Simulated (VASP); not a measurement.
# AgI (F-43m) in VASP: relaxation of cell and atoms with r2SCAN

Aim: the relaxation of cell and atoms of AgI with r2SCAN.

Everything below comes from runs of VASP 6.6.1. Logs are shortened: lines on timing, memory, paths and dates and some standing lists are left out, and cuts for length are marked.

### Step 1. The cell of the first run

Symmetry: F-43m, No. 216, cubic system. The conventional cell has a = 6.473 Å, b = 6.473 Å, c = 6.473 Å, α = 90.00°, β = 90.00°, γ = 90.00°. Within 3.7 Å of Ag (site symmetry -43m) lie 4 I at 2.80 Å. I (site symmetry -43m) has 4 Ag at 2.80 Å within 3.7 Å.

### Step 2. Relaxation of cell and atoms, r2SCAN

Contents of POSCAR:

```
AgI
1.0
    0.0000000000      3.2365000000      3.2365000000
    3.2365000000      0.0000000000      3.2365000000
    3.2365000000      3.2365000000      0.0000000000
Ag I
1 1
Direct
    0.0000000000      0.0000000000      0.0000000000
    0.7500000000      0.7500000000      0.7500000000
```

Contents of INCAR.step1:

```
PREC = Accurate
ENCUT = 550
ISMEAR = -1
SIGMA = 0.1
LREAL = False
LASPH = True
NELM = 120
GGA = PE
ALGO = Normal
EDIFF = 1E-5
LWAVE = True
LCHARG = False
GGA_COMPAT = False
IBRION = 2
ISIF = 3
EDIFFG = -0.005
NELMIN = 4
NSW = 100
```

Contents of INCAR.step2:

```
PREC = Accurate
ENCUT = 550
EDIFF = 1E-7
ISMEAR = -1
SIGMA = 0.1
LREAL = False
LASPH = True
NELM = 120
ALGO = Normal
ISIF = 3
LWAVE = False
LCHARG = False
METAGGA = R2SCAN
LMIXTAU = True
IBRION = 2
NSW = 100
EDIFFG = -0.002
ISTART = 1
GGA_COMPAT = False
NELMIN = 4
```

Contents of KPOINTS:

```
Automatic mesh
0
Gamma
  14 14 14
```

Potentials or basis: VASP PAW PBE potentials, release 64 (Ag, I).

Command:

```console
> cat potpaw_PBE.64/Ag/POTCAR potpaw_PBE.64/I/POTCAR > POTCAR
> cp INCAR.step1 INCAR
> mpirun -np 1 vasp_std > vasp.out
> cp INCAR.step2 INCAR
> mpirun -np 1 vasp_std > vasp.out
```

OUTCAR:

```text
PREC = Accurate
   ENCUT = 550
   EDIFF = 1E-7
   ISMEAR = -1
   LREAL = False
   LASPH = True
   NELM = 120
   ISIF = 3
   METAGGA = R2SCAN
   IBRION = 2
   NSW = 100
   EDIFFG = -0.002
   ISTART = 1
   NELMIN = 4

 ion  position               nearest neighbor table
   1  0.000  0.000  0.000-   2 2.80   2 2.80   2 2.80   2 2.80
   2  0.750  0.750  0.750-   1 2.80   1 2.80   1 2.80   1 2.80

  LATTYP: Found a face centered cubic cell.
 ALAT       =     6.4730000000

  Lattice vectors:

 A1 = (   0.0000000000,   3.2365000000,   3.2365000000)
 A2 = (   3.2365000000,   0.0000000000,   3.2365000000)
 A3 = (   3.2365000000,   3.2365000000,   0.0000000000)

Analysis of symmetry for initial positions (statically):
=====================================================================
 Subroutine PRICEL returns:
 Original cell was already a primitive cell.

 Routine SETGRP: Setting up the symmetry group for a
 face centered cubic supercell.

 Subroutine GETGRP returns: Found 24 space group operations
 (whereof 24 operations were pure point group operations)
 out of a pool of 48 trial point group operations.

The static configuration has the point symmetry T_d .

Analysis of symmetry for dynamics (positions and initial velocities):
=====================================================================
 Subroutine PRICEL returns:
 Original cell was already a primitive cell.

 Routine SETGRP: Setting up the symmetry group for a
 face centered cubic supercell.

 Subroutine GETGRP returns: Found 24 space group operations
 (whereof 24 operations were pure point group operations)
 out of a pool of 48 trial point group operations.

The dynamic configuration has the point symmetry T_d .

 Subroutine INISYM returns: Found 24 space group operations
 (whereof 24 operations are pure point group operations),
 and found     1 'primitive' translations

----------------------------------------------------------------------------------------

                                     Primitive cell

  volume of cell :      67.8042

  direct lattice vectors                    reciprocal lattice vectors
     0.000000000  3.236500000  3.236500000    -0.154487873  0.154487873  0.154487873
     3.236500000  0.000000000  3.236500000     0.154487873 -0.154487873  0.154487873
     3.236500000  3.236500000  0.000000000     0.154487873  0.154487873 -0.154487873

  length of vectors
     4.577102195  4.577102195  4.577102195     0.267580845  0.267580845  0.267580845

  position of ions in fractional coordinates (direct lattice)
     0.000000000  0.000000000  0.000000000
     0.750000000  0.750000000  0.750000000

  ion indices of the primitive-cell ions
   primitive index   ion index
                 1           1
                 2           2

----------------------------------------------------------------------------------------

 KPOINTS: Automatic mesh

Automatic generation of k-mesh.
 Grid dimensions read from file:
 generate k-points for:   14   14   14

 Generating k-lattice:

  Cartesian coordinates                     Fractional coordinates (reciprocal lattice)
    -0.011034848  0.011034848  0.011034848     0.071428571  0.000000000  0.000000000
     0.011034848 -0.011034848  0.011034848     0.000000000  0.071428571  0.000000000
     0.011034848  0.011034848 -0.011034848     0.000000000  0.000000000  0.071428571

  Length of vectors
     0.019112917  0.019112917  0.019112917

  Shift w.r.t. Gamma in fractional coordinates (k-lattice)
     0.000000000  0.000000000  0.000000000

 Subroutine IBZKPT returns following result:
[... 53 lines left out ...]
   IBRION =      2    ionic relax: 0-MD 1-quasi-New 2-CG
   NFREE  =      1    steps in history (QN), initial steepest desc. (CG)
   ISIF   =      3    stress and relaxation
   ISYM   =      2    0-nonsym 1-usesym 2-fastsym
   POTIM  = 0.5000    time-step for ionic-motion
   TEBEG  =    0.0;   TEEND  =   0.0 temperature during run
   PSTRESS=    0.0 pullay stress
   NELECT =      18.0000    total number of electrons
   NUPDOWN=      -1.0000    fix difference up-down
   EMIN   =  10.00;   EMAX   =-10.00  energy-range for DOS
   EFERMI =   0.00;   METHOD = LEGACY
   ISMEAR =    -1;   SIGMA  =   0.10  broadening in eV -4-tet -1-fermi 0-gaus
   EFERMI_NEDOS =   21; number of points for ismear=-14 and -15
   IALGO  =     38    algorithm
   IMIX   =      4    mixing-type and parameters
     AMIX     =   0.40;   BMIX     =  1.00
     AMIX_MAG =   1.60;   BMIX_MAG =  1.00
  volume/ion in A,a.u.               =      33.90       228.78
  Fermi-wavevector in a.u.,A,eV,Ry     =   1.052156  1.988286 15.062083  1.107032
  Thomas-Fermi vector in A             =   2.187227
   LORBIT       =      0    0 simple, 1 ext, 2 COOP (PROOUT), +10 PAW based schemes
   METAGGA = R2SCAN    functional components
   LHFCALC =     F    Hartree Fock is set to
   AEXX    =    0.0000 exact exchange contribution
   IVDW    =     0    specifies the selected vdW correction
   LEPSILON=     F    determine dielectric tensor
   LRPA    =     F    only Hartree local field effects (RPA)
 conjugate gradient relaxation of ions
 non-spin polarized calculation
  energy-cutoff  :      550.00
  volume of cell :       67.80
 maximum number of plane-waves:      2012
   NGX = 17   NGY = 17   NGZ = 17

--------------------------------------- Ionic step        1  -------------------------------------------

 number of electron      17.9999998 magnetization

 Free energy of the ion-electron system (eV)
  ---------------------------------------------------
  ext. energy  EPLUGINS =         0.00000000
  ---------------------------------------------------
  free energy    TOTEN  =       -46.51206486 eV

  energy without entropy =      -46.51206255  energy(sigma->0) =      -46.51206370

------------------------ aborting loop because EDIFF is reached ----------------------------------------

  FORCE on cell =-STRESS in cart. coord.  units (eV):
  Direction    XX          YY          ZZ          XY          YZ          ZX
  --------------------------------------------------------------------------------------
  -------------------------------------------------------------------------------------
  Total        0.6123334      0.6123334      0.6123334     -0.0000000      0.0000000      0.0000000
  in kB       14.4691071     14.4691071     14.4691071     -0.0000000      0.0000000      0.0000000
  external PRESSURE =      14.4691071 kB  Pullay stress =       0.0000000 kB

 VOLUME and BASIS-vectors are now :
 -----------------------------------------------------------------------------
  energy-cutoff  :      550.00
  volume of cell :       67.80
      direct lattice vectors                 reciprocal lattice vectors
     0.000000000  3.236500000  3.236500000    -0.154487873  0.154487873  0.154487873
     3.236500000  0.000000000  3.236500000     0.154487873 -0.154487873  0.154487873
     3.236500000  3.236500000  0.000000000     0.154487873  0.154487873 -0.154487873

 POSITION                                       TOTAL-FORCE (eV/Angst)
 -----------------------------------------------------------------------------------
      0.00000      0.00000      0.00000         0.000000     -0.000000     -0.000000
      4.85475      4.85475      4.85475        -0.000000      0.000000      0.000000
 -----------------------------------------------------------------------------------
    total drift:                                0.000000      0.000000      0.000000

  FREE ENERGIE OF THE ION-ELECTRON SYSTEM (eV)
  ---------------------------------------------------
  free  energy   TOTEN  =       -46.5120648551 eV

  energy  without entropy=      -46.5120625467  energy(sigma->0) =      -46.51206370

--------------------------------------- Ionic step        2  -------------------------------------------

 number of electron      18.0000001 magnetization

 Free energy of the ion-electron system (eV)
  ---------------------------------------------------
  ext. energy  EPLUGINS =         0.00000000
  ---------------------------------------------------
  free energy    TOTEN  =       -46.52514590 eV

  energy without entropy =      -46.52514331  energy(sigma->0) =      -46.52514460

 E-fermi :   3.5637     XC(G=0):  -8.7795

 val. band max:        2.4982543604   @ k =   0.0000   0.0000   0.0000
 cond. band min:       4.2891380479   @ k =   0.0000   0.0000   0.0000
 fundamental gap:      1.7908836875
 Fermi energy:         3.5636522754

 k-point     1 :       0.0000    0.0000    0.0000
  band No.  band energies     occupation
      1     -10.5189      2.00000
      2      -1.6286      2.00000
      3      -1.6286      2.00000
      4      -1.6286      2.00000
      5      -0.4537      2.00000
      6      -0.4537      2.00000
      7       2.4983      1.99995
      8       2.4983      1.99995
      9       2.4983      1.99995
     10       4.2891      0.00141
     11       8.7970      0.00000
     12       8.7970      0.00000
     13       8.7970      0.00000
[... 354 lines left out ...]
  band No.  band energies     occupation
      1     -10.3592      2.00000
      2      -1.7127      2.00000
      3      -1.4898      2.00000
      4      -1.4811      2.00000
      5      -0.4913      2.00000
      6      -0.4253      2.00000
      7       0.9456      2.00000
      8       1.8326      2.00000
      9       1.9118      2.00000
     10       6.0021      0.00000
     11       7.8563      0.00000
     12       9.3951      0.00000
     13       9.7368      0.00000

 [... further k-points ...]
[... 5 lines left out ...]
  --------------------------------------------------------------------------------------
  -------------------------------------------------------------------------------------
  Total        0.0006684      0.0006684      0.0006684     -0.0000000      0.0000000      0.0000000
  in kB        0.0151142      0.0151142      0.0151142     -0.0000000      0.0000000      0.0000000
  external PRESSURE =       0.0151142 kB  Pullay stress =       0.0000000 kB

 VOLUME and BASIS-vectors are now :
 -----------------------------------------------------------------------------
  energy-cutoff  :      550.00
  volume of cell :       70.85
      direct lattice vectors                 reciprocal lattice vectors
    -0.000000000  3.284304060  3.284304060    -0.152239254  0.152239254  0.152239254
     3.284304060  0.000000000  3.284304060     0.152239254 -0.152239254  0.152239254
     3.284304060  3.284304060  0.000000000     0.152239254  0.152239254 -0.152239254

 POSITION                                       TOTAL-FORCE (eV/Angst)
 -----------------------------------------------------------------------------------
     -0.00000      3.28430      3.28430        -0.000000     -0.000000     -0.000000
      4.92646      4.92646      4.92646         0.000000      0.000000      0.000000
 -----------------------------------------------------------------------------------
    total drift:                                0.000000      0.000000      0.000000

  FREE ENERGIE OF THE ION-ELECTRON SYSTEM (eV)
  ---------------------------------------------------
  free  energy   TOTEN  =       -46.5251458961 eV

  energy  without entropy=      -46.5251433129  energy(sigma->0) =      -46.52514460

 reached required accuracy - stopping structural energy minimisation
```

Wall time 18 min (1 thread of Oxide Virtual Turin-like, shared host); peak memory 0.28 GiB.

What came out:

| Item | Value |
| --- | --- |
| Free energy | -46.5251 eV |
| Relaxed volume | 35.43 Å³/atom |
| Relaxed cell | a = 4.645 Å, b = 4.645 Å, c = 4.645 Å, α = 60.00°, β = 60.00°, γ = 60.00° |
| Space group after relaxing (to 0.1 Å) | F-43m (No. 216) |
| Energy gained by relaxing | 6.5 meV/atom |
| Ionic steps | 2 |
| Pressure after relaxing | 0.0 GPa |
| Band gap on the k mesh | 1.79 eV |

Step by step:
```csv
step,energy change (eV),largest force (eV/Å),pressure (GPa),volume (Å³)
1,0.0000,0.0000,1.45,67.80
2,-0.0131,0.0000,0.00,70.85
```

Final structure:
```
CELL_PARAMETERS angstrom
0.00000 3.28430 3.28430
3.28430 0.00000 3.28430
3.28430 3.28430 0.00000
ATOMIC_POSITIONS crystal
Ag 0.00000 0.00000 0.00000
I 0.75000 0.75000 0.75000
```

Levels at points of the mesh, in eV from the valence-band top:
```csv
k point,band 6,band 7,band 8,band 9,band 10,band 11,band 12,band 13
"(0.00, 0.00, 0.00)",-2.95,0.00,0.00,0.00,1.79,6.30,6.30,6.30
"(0.50, 0.00, 0.00)",-2.92,-2.82,-0.69,-0.69,3.22,6.71,6.71,7.46
"(0.50, 0.50, 0.00)",-2.84,-2.47,-1.71,-1.71,3.97,4.23,8.86,10.20
```

Caveat: the PAW data sets were made with another functional, which shifts forces and pressure a little; spin-orbit coupling is left out, which moves the levels of the heavy elements.
